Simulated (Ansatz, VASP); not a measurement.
# ScZn3 in VASP and in Ansatz

```
Sc Zn
1.0
     0.00000    3.15639    3.15639
     3.15639    0.00000    3.15639
     3.15639    3.15639    0.00000
Sc Zn
1 3
Direct
  0.00000 0.00000 0.00000
  0.25000 0.25000 0.25000
  0.75000 0.75000 0.75000
  0.50000 0.50000 0.50000
```

Alike in both runs: task single point; functional LDA; k mesh 6 × 6 × 6; occupations fermi-dirac, width 0.05 eV; no spin polarisation.

```csv
,VASP,Ansatz
version,VASP 6.6.1,Ansatz 0.2.0
potentials or method,"VASP PAW LDA potentials, release 64 (Sc_sv, Zn), cutoff 520 eV","plane waves, PAW"
valence electrons in the cell,47,47
```

|  | VASP | Ansatz | Ansatz less VASP |
| --- | --- | --- | --- |
| pressure (GPa) | -5.7 | -6.2 | -0.50 |

LDA's correlation is that of Perdew and Zunger in VASP and of Perdew and Wang (1992) in Ansatz. Ansatz's warnings: stress scf threshold loose.
